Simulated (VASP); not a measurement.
# Ni (Fm-3m) in VASP: further runs

Runs on Ni. Level: LDA. Tasks: single point.

Program: VASP 6.6.1. These are calculated values, not measurements. Logs are shortened: lines on timing, memory, paths and dates and some standing lists are left out, and cuts for length are marked.

### 1 The cell of the first run

It takes space group Fm-3m (No. 225, cubic). Conventional cell: a = 3.421 Å, b = 3.421 Å, c = 3.421 Å, α = 90.00°, β = 90.00°, γ = 90.00°. Within 3.2 Å of Ni (site symmetry m-3m) lie 12 Ni at 2.42 Å.

### 2 Single point, LDA

File INCAR:

```
  PREC = Accurate
  ENCUT = 520
  EDIFF = 1E-6
  ISMEAR = -1
  SIGMA = 0.1
  LREAL = F
  LASPH = T
  NELM = 60
  ALGO = Normal
  ISIF = 2
  LWAVE = F
  LCHARG = F
  GGA = CA
  NBANDS = 11
```

File KPOINTS:

```
Automatic mesh
0
Gamma
  16 16 16
```

File POSCAR:

```
Ni
1.0
    0.0000000000      1.7104399105      1.7104399105
    1.7104399105      0.0000000000      1.7104399105
    1.7104399105      1.7104399105      0.0000000000
Ni
1
Direct
    0.0000000000      0.0000000000      0.0000000000
```

Potentials or basis: VASP PAW LDA potentials, release 64 (Ni).

Launch:

```bash
$ cat potpaw_LDA.64/Ni/POTCAR > POTCAR
$ mpirun -np 1 vasp_std > vasp.out
```

OUTCAR:

```text
PREC = Accurate
   ENCUT = 520
   EDIFF = 1E-6
   ISMEAR = -1
   LREAL = F
   LASPH = T
   NELM = 60
   ISIF = 2
   GGA = CA

 ion  position               nearest neighbor table
   1  0.000  0.000  0.000-

  LATTYP: Found a face centered cubic cell.
 ALAT       =     3.4208798210

  Lattice vectors:

 A1 = (   0.0000000000,   1.7104399105,   1.7104399105)
 A2 = (   1.7104399105,   0.0000000000,   1.7104399105)
 A3 = (   1.7104399105,   1.7104399105,   0.0000000000)

Analysis of symmetry for initial positions (statically):
=====================================================================
 Subroutine PRICEL returns:
 Original cell was already a primitive cell.

 Routine SETGRP: Setting up the symmetry group for a
 face centered cubic supercell.

 Subroutine GETGRP returns: Found 48 space group operations
 (whereof 48 operations were pure point group operations)
 out of a pool of 48 trial point group operations.

The static configuration has the point symmetry O_h .

Analysis of symmetry for dynamics (positions and initial velocities):
=====================================================================
 Subroutine PRICEL returns:
 Original cell was already a primitive cell.

 Routine SETGRP: Setting up the symmetry group for a
 face centered cubic supercell.

 Subroutine GETGRP returns: Found 48 space group operations
 (whereof 48 operations were pure point group operations)
 out of a pool of 48 trial point group operations.

The dynamic configuration has the point symmetry O_h .

 Subroutine INISYM returns: Found 48 space group operations
 (whereof 48 operations are pure point group operations),
 and found     1 'primitive' translations

----------------------------------------------------------------------------------------

                                     Primitive cell

  volume of cell :      10.0081

  direct lattice vectors                    reciprocal lattice vectors
     0.000000000  1.710439911  1.710439911    -0.292322459  0.292322459  0.292322459
     1.710439911  0.000000000  1.710439911     0.292322459 -0.292322459  0.292322459
     1.710439911  1.710439911  0.000000000     0.292322459  0.292322459 -0.292322459

  length of vectors
     2.418927319  2.418927319  2.418927319     0.506317351  0.506317351  0.506317351

  position of ions in fractional coordinates (direct lattice)
     0.000000000  0.000000000  0.000000000

  ion indices of the primitive-cell ions
   primitive index   ion index
                 1           1

----------------------------------------------------------------------------------------

 KPOINTS: Automatic mesh

Automatic generation of k-mesh.
 Grid dimensions read from file:
 generate k-points for:   16   16   16

 Generating k-lattice:

  Cartesian coordinates                     Fractional coordinates (reciprocal lattice)
    -0.018270154  0.018270154  0.018270154     0.062500000  0.000000000  0.000000000
     0.018270154 -0.018270154  0.018270154     0.000000000  0.062500000  0.000000000
     0.018270154  0.018270154 -0.018270154     0.000000000  0.000000000  0.062500000

  Length of vectors
     0.031644834  0.031644834  0.031644834

  Shift w.r.t. Gamma in fractional coordinates (k-lattice)
     0.000000000  0.000000000  0.000000000

 Subroutine IBZKPT returns following result:
 ===========================================

 Found    145 irreducible k-points:

 Following reciprocal coordinates:
            Coordinates               Weight
  0.000000  0.000000  0.000000      1.000000
  0.062500  0.000000  0.000000      8.000000
  0.125000  0.000000  0.000000      8.000000
  0.187500  0.000000  0.000000      8.000000
  0.250000  0.000000  0.000000      8.000000
  0.312500  0.000000  0.000000      8.000000
[... 16 lines left out ...]
 -0.125000  0.062500  0.000000     24.000000
 -0.062500  0.062500  0.000000     12.000000
 [... further k-points ...]
   k-points           NKPTS =    145   k-points in BZ     NKDIM =    145   number of bands    NBANDS=     11
   number of dos      NEDOS =    301   number of ions     NIONS =      1
   total plane-waves  NPLWV =   5832
   dimension x,y,z NGX =    18 NGY =   18 NGZ =   18
   dimension x,y,z NGXF=    36 NGYF=   36 NGZF=   36
   ions per type =               1
   NGX,Y,Z   is equivalent  to a cutoff of  12.37, 12.37, 12.37 a.u.
   NGXF,Y,Z  is equivalent  to a cutoff of  24.74, 24.74, 24.74 a.u.
 SYSTEM =  unknown system
   PREC   = accura    normal or accurate (medium, high low for compatibility)
   ISTART =      0    job   : 0-new  1-cont  2-samecut
   ICHARG =      2    charge: 1-file 2-atom 10-const
   ISPIN  =      1    spin polarized calculation?
   LNONCOLLINEAR =      F non collinear calculations
   LSORBIT =      F    spin-orbit coupling
   LASPH  =      T    aspherical Exc in radial PAW
   ENCUT  =  520.0 eV  38.22 Ry    6.18 a.u.   4.50  4.50  4.50*2*pi/ulx,y,z
   NELM   =     60;   NELMIN=  2; NELMDL= -5     # of ELM steps
   EDIFF  = 0.1E-05   stopping-criterion for ELM
   LREAL  =      F    real-space projection
   EDIFFG = 0.1E-04   stopping-criterion for IOM
   NSW    =      0    number of steps for IOM
   IBRION =     -1    ionic relax: 0-MD 1-quasi-New 2-CG
   NFREE  =      0    steps in history (QN), initial steepest desc. (CG)
   ISIF   =      2    stress and relaxation
   ISYM   =      2    0-nonsym 1-usesym 2-fastsym
   POTIM  = 0.5000    time-step for ionic-motion
   TEBEG  =    0.0;   TEEND  =   0.0 temperature during run
   PSTRESS=    0.0 pullay stress
   NELECT =      10.0000    total number of electrons
   NUPDOWN=      -1.0000    fix difference up-down
   EMIN   =  10.00;   EMAX   =-10.00  energy-range for DOS
   EFERMI =   0.00;   METHOD = LEGACY
   ISMEAR =    -1;   SIGMA  =   0.10  broadening in eV -4-tet -1-fermi 0-gaus
   EFERMI_NEDOS =   21; number of points for ismear=-14 and -15
   IALGO  =     38    algorithm
   IMIX   =      4    mixing-type and parameters
     AMIX     =   0.40;   BMIX     =  1.00
     AMIX_MAG =   1.60;   BMIX_MAG =  1.00
  volume/ion in A,a.u.               =      10.01        67.54
  Fermi-wavevector in a.u.,A,eV,Ry     =   1.636655  3.092829 36.445082  2.678638
  Thomas-Fermi vector in A             =   2.727925
   LORBIT       =      0    0 simple, 1 ext, 2 COOP (PROOUT), +10 PAW based schemes
   GGA     = CA    functional components
   LHFCALC =     F    Hartree Fock is set to
   AEXX    =    0.0000 exact exchange contribution
   IVDW    =     0    specifies the selected vdW correction
   LEPSILON=     F    determine dielectric tensor
   LRPA    =     F    only Hartree local field effects (RPA)
 non-spin polarized calculation
  energy-cutoff  :      520.00
  volume of cell :       10.01
 maximum number of plane-waves:       290
 NGX is ok and might be reduce to    18
   NGX =  9   NGY =  9   NGZ =  9

 number of electron      10.0000000 magnetization

 number of electron       9.9999991 magnetization

 Free energy of the ion-electron system (eV)
  ---------------------------------------------------
  ext. energy  EPLUGINS =         0.00000000
  ---------------------------------------------------
  free energy    TOTEN  =        -6.58931949 eV

  energy without entropy =       -6.50412821  energy(sigma->0) =       -6.54672385

 E-fermi :  10.1515     XC(G=0): -14.1146

 val. band max:       10.1400547338   @ k =  -0.3750   0.3750   0.1250
 cond. band min:      10.1539162559   @ k =   0.3750   0.3125   0.0625
 fundamental gap:      0.0138615221
 Fermi energy:        10.1514993559

 k-point     1 :       0.0000    0.0000    0.0000
  band No.  band energies     occupation
      1       0.7149      2.00000
      2       8.0124      2.00000
      3       8.0124      2.00000
      4       8.0124      2.00000
      5       9.2887      1.99964
      6       9.2887      1.99964
      7      34.7422      0.00000
      8      39.1953      0.00000
      9      39.1953      0.00000
     10      39.1953      0.00000
     11      42.5359      0.00000

 k-point     2 :       0.0625    0.0000    0.0000
  band No.  band energies     occupation
      1       0.8778      2.00000
      2       7.9644      2.00000
      3       8.0519      2.00000
      4       8.0519      2.00000
      5       9.2713      1.99970
      6       9.2713      1.99970
      7      34.3313      0.00000
      8      37.3294      0.00000
      9      38.8817      0.00000
     10      38.8817      0.00000
     11      43.0140      0.00000

 k-point     3 :       0.1250    0.0000    0.0000
  band No.  band energies     occupation
      1       1.3566      2.00000
      2       7.8374      2.00000
      3       8.1502      2.00000
      4       8.1502      2.00000
      5       9.2389      1.99978
      6       9.2389      1.99978
      7      32.1638      0.00000
      8      35.9983      0.00000
      9      38.2697      0.00000
     10      38.2697      0.00000
     11      43.4746      0.00000

 k-point     4 :       0.1875    0.0000    0.0000
  band No.  band energies     occupation
      1       2.1172      2.00000
      2       7.6828      2.00000
      3       8.2420      2.00000
      4       8.2420      2.00000
      5       9.2548      1.99974
      6       9.2548      1.99974
      7      28.9498      0.00000
      8      35.5167      0.00000
      9      37.6768      0.00000
     10      37.6768      0.00000
     11      43.4907      0.00000
[... 239 lines left out ...]
 k-point    22 :      -0.1875    0.0625    0.0000
  band No.  band energies     occupation
      1       2.5539      2.00000
      2       7.5785      2.00000
      3       8.2611      2.00000
      4       8.3181      2.00000
      5       9.1014      1.99995
      6       9.4790      1.99760
      7      27.9588      0.00000
      8      33.3477      0.00000
      9      37.3934      0.00000
     10      39.7321      0.00000
     11      41.6340      0.00000

 k-point    23 :      -0.1250    0.0625    0.0000
  band No.  band energies     occupation
      1       1.7197      2.00000
      2       7.7289      2.00000
      3       8.2240      2.00000
      4       8.2262      2.00000
      5       9.1028      1.99994
      6       9.3524      1.99932
      7      31.2110      0.00000
      8      34.0243      0.00000
      9      37.7579      0.00000
     10      39.9774      0.00000
     11      41.8580      0.00000

 k-point    24 :      -0.0625    0.0625    0.0000
  band No.  band energies     occupation
      1       1.1460      2.00000
      2       7.8777      2.00000
      3       8.1092      2.00000
      4       8.1285      2.00000
      5       9.1887      1.99987
      6       9.3061      1.99957
      7      33.6016      0.00000
      8      35.5550      0.00000
      9      37.8398      0.00000
     10      39.8061      0.00000
     11      42.5962      0.00000

 [... further k-points ...]
[... 5 lines left out ...]
  --------------------------------------------------------------------------------------
  -------------------------------------------------------------------------------------
  Total        0.0042153      0.0042153      0.0042153      0.0000000      0.0000000      0.0000000
  in kB        0.6748223      0.6748223      0.6748223      0.0000000      0.0000000      0.0000000
  external PRESSURE =       0.6748223 kB  Pullay stress =       0.0000000 kB

 VOLUME and BASIS-vectors are now :
 -----------------------------------------------------------------------------
  energy-cutoff  :      520.00
  volume of cell :       10.01
      direct lattice vectors                 reciprocal lattice vectors
     0.000000000  1.710439911  1.710439911    -0.292322459  0.292322459  0.292322459
     1.710439911  0.000000000  1.710439911     0.292322459 -0.292322459  0.292322459
     1.710439911  1.710439911  0.000000000     0.292322459  0.292322459 -0.292322459

 POSITION                                       TOTAL-FORCE (eV/Angst)
 -----------------------------------------------------------------------------------
      0.00000      0.00000      0.00000         0.000000      0.000000      0.000000
 -----------------------------------------------------------------------------------
    total drift:                                0.000000     -0.000000     -0.000000

  FREE ENERGIE OF THE ION-ELECTRON SYSTEM (eV)
  ---------------------------------------------------
  free  energy   TOTEN  =        -6.5893194922 eV

  energy  without entropy=       -6.5041282139  energy(sigma->0) =       -6.54672385
```

Wall time 13 s (1 thread of Intel Xeon 6975P-C, shared host); peak memory 0.12 GiB.

What came out:

```yaml
Free_energy: -6.5893 eV
Pressure: 0.1 GPa
Band_gap_on_the_k_mesh: zero (band 5 reaches 10.32 eV, above the bottom of band 6 at 9.24 eV)
```

Caveat: the run has no spin polarisation, though such a crystal can be magnetic.

### 3 Single point, LDA

File INCAR:

```
PREC     = Accurate       # precision mode
ENCUT    = 520            # plane-wave cutoff, eV
EDIFF    = 1E-7           # SCF threshold, eV
ISMEAR   = -1             # smearing method
SIGMA    = 0.1            # smearing width, eV
LREAL    = False          # projectors in reciprocal space
LASPH    = True           # aspherical terms in the spheres
NELM     = 60             # most SCF steps
ALGO     = Normal         # electronic algorithm
ISIF     = 2              # what is computed and relaxed
LWAVE    = False          # write WAVECAR
LCHARG   = False          # write CHGCAR
NBANDS   = 11             # bands
```

File KPOINTS:

```
regular mesh
0
Gamma
  26 26 26
```

POSCAR is that of step 2.

Potentials or basis: VASP PAW LDA potentials, release 64 (Ni).

Launch:

```bash
$ cat potpaw_LDA.64/Ni/POTCAR > POTCAR
$ mpirun -np 1 vasp_std > vasp.out
```

OUTCAR:

```text
PREC = Accurate
   ENCUT = 520
   EDIFF = 1E-7
   ISMEAR = -1
   LREAL = False
   LASPH = True
   NELM = 60
   ISIF = 2

 ion  position               nearest neighbor table
   1  0.000  0.000  0.000-

  LATTYP: Found a face centered cubic cell.
 ALAT       =     3.4208798210

  Lattice vectors:

 A1 = (   0.0000000000,   1.7104399105,   1.7104399105)
 A2 = (   1.7104399105,   0.0000000000,   1.7104399105)
 A3 = (   1.7104399105,   1.7104399105,   0.0000000000)

[... 515 lines left out ...]
     11      39.9431      0.00000

 [... further k-points ...]

------------------------ aborting loop because EDIFF is reached ----------------------------------------

  FORCE on cell =-STRESS in cart. coord.  units (eV):
  Direction    XX          YY          ZZ          XY          YZ          ZX
  --------------------------------------------------------------------------------------
  -------------------------------------------------------------------------------------
  Total       -0.0001393     -0.0001393     -0.0001393      0.0000000      0.0000000     -0.0000000
  in kB       -0.0222950     -0.0222950     -0.0222950      0.0000000      0.0000000     -0.0000000
  external PRESSURE =      -0.0222950 kB  Pullay stress =       0.0000000 kB

 VOLUME and BASIS-vectors are now :
 -----------------------------------------------------------------------------
  energy-cutoff  :      520.00
  volume of cell :       10.01
      direct lattice vectors                 reciprocal lattice vectors
     0.000000000  1.710439911  1.710439911    -0.292322459  0.292322459  0.292322459
     1.710439911  0.000000000  1.710439911     0.292322459 -0.292322459  0.292322459
     1.710439911  1.710439911  0.000000000     0.292322459  0.292322459 -0.292322459

 POSITION                                       TOTAL-FORCE (eV/Angst)
 -----------------------------------------------------------------------------------
      0.00000      0.00000      0.00000         0.000000     -0.000000     -0.000000
 -----------------------------------------------------------------------------------
    total drift:                                0.000000      0.000000     -0.000000

  FREE ENERGIE OF THE ION-ELECTRON SYSTEM (eV)
  ---------------------------------------------------
  free  energy   TOTEN  =        -6.5907384867 eV

  energy  without entropy=       -6.5081226428  energy(sigma->0) =       -6.54943056
```

OSZICAR:

```text
N       E                     dE             d eps       ncg     rms          rms(c)
DAV:   1     0.283575454420E+02    0.28358E+02   -0.49674E+03 11583   0.128E+03
DAV:   2    -0.675217134790E+01   -0.35110E+02   -0.33183E+02 11589   0.175E+02
DAV:   3    -0.771258363402E+01   -0.96041E+00   -0.95084E+00 12670   0.338E+01
DAV:   4    -0.772024379925E+01   -0.76602E-02   -0.76580E-02 12556   0.269E+00
DAV:   5    -0.772039762487E+01   -0.15383E-03   -0.15382E-03 12855   0.364E-01    0.109E+01
DAV:   6    -0.691542603753E+01    0.80497E+00   -0.14727E+01 13683   0.558E+01    0.553E+00
DAV:   7    -0.661577622926E+01    0.29965E+00   -0.23853E+00 13600   0.211E+01    0.201E+00
DAV:   8    -0.659301601023E+01    0.22760E-01   -0.29624E-02 16478   0.163E+00    0.533E-01
DAV:   9    -0.659073922032E+01    0.22768E-02   -0.17638E-03 16079   0.302E-01    0.457E-02
DAV:  10    -0.659073478682E+01    0.44335E-05   -0.38387E-05 16274   0.468E-02    0.338E-02
DAV:  11    -0.659073849677E+01   -0.37099E-05   -0.16309E-06 13911   0.149E-02    0.254E-03
DAV:  12    -0.659073848669E+01    0.10081E-07   -0.32518E-08  7478   0.154E-03
   1 F= -.65907385E+01 E0= -.65494306E+01  d E =-.826158E-01
```

It took 41 s on 1 thread of Intel Xeon 6975P-C, shared host; peak memory 0.16 GiB.

What came out:

| Property | Result |
| --- | --- |
| Free energy | -6.5907 eV |
| Pressure | 0.0 GPa |
| Band gap on the k mesh | zero (band 5 reaches 10.33 eV, above the bottom of band 6 at 9.24 eV) |

Caveat: the run has no spin polarisation, though such a crystal can be magnetic. Spin polarisation is off, so any magnetic state and its effect on volume and gap are missing.

(Part 1 of 2 ends here.)
